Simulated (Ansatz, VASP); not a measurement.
**SiC in VASP and in Ansatz**

The input POSCAR:

```
SiC
1.0
    3.0760000000      0.0000000000      0.0000000000
   -1.5380000000      2.6638941420      0.0000000000
    0.0000000000      0.0000000000      5.0480000000
Si C
2 2
Direct
    0.3333333333      0.6666666667      0.0000000000
    0.6666666667      0.3333333333      0.5000000000
    0.3333333333      0.6666666667      0.3850000000
    0.6666666667      0.3333333333      0.8850000000
```

File INCAR.step1:

```
  PREC = Accurate
  ENCUT = 600
  ISMEAR = -1
  SIGMA = 0.05
  LREAL = False
  LASPH = True
  NELM = 100
  GGA = PE
  ALGO = Normal
  EDIFF = 1E-4
  LWAVE = True
  LCHARG = False
```

File INCAR.step2:

```
  PREC = Accurate
  ENCUT = 600
  EDIFF = 1E-6
  ISMEAR = -1
  SIGMA = 0.05
  LREAL = False
  LASPH = True
  NELM = 100
  ALGO = Normal
  ISIF = 3
  LWAVE = False
  LCHARG = False
  METAGGA = R2SCAN
  LMIXTAU = True
  IBRION = 2
  NSW = 100
  EDIFFG = -0.002
  ISTART = 1
```

KPOINTS

```
Automatic mesh
0
Gamma
  12 12 6
```

Input for Ansatz:

```yaml
crystal:
  lattice:
    - [3.07599999998, 0.0, 0.0]
    - [-1.53799999999, 2.66389414203, 0.0]
    - [0.0, 0.0, 5.048]
  atoms:
    - { symbol: Si, position: [0.333333333333, 0.666666666667, 0.0] }
    - { symbol: Si, position: [0.666666666667, 0.333333333333, 0.5] }
    - { symbol: C, position: [0.333333333333, 0.666666666667, 0.385] }
    - { symbol: C, position: [0.666666666667, 0.333333333333, 0.885] }
kpoints:
  mp_grid: { grid: [12, 12, 6] }
scf:
  occupations: { method: fermi_dirac, width: 0.05 }
hamiltonian:
  xc: r2scan
  pseudopotentials: { kind: paw }
relax:
  f_tol: 0.002
  max_steps: 80
  cell: {}
output:
  forces: true
  stress: true
```

Alike in both runs: task relaxation of cell and atoms; functional r2SCAN; k mesh 12 × 12 × 6; occupations fermi-dirac, width 0.05 eV; no spin polarisation.

|  | VASP | Ansatz |
| --- | --- | --- |
| version | VASP 6.6.1 | Ansatz 0.2.0 |
| potentials or method | VASP PAW PBE potentials, release 64 (Si, C) | PAW with Ansatz's default frozen-core files, scalar-relativistic |
| plane-wave cutoff (eV) | 600 | 500 |
| valence electrons in the cell | 16 | 16 |

VASP gave:

```
relaxed volume (Å³/atom)                                     : 10.32
relaxed cell length with the largest relative difference (Å) : 5.046
```

Estimate Ansatz's values.

relaxed volume (Å³/atom): 10.34; relaxed cell length with the largest relative difference (Å): 5.048.

VASP's potentials were made for PBE, not for r2SCAN.
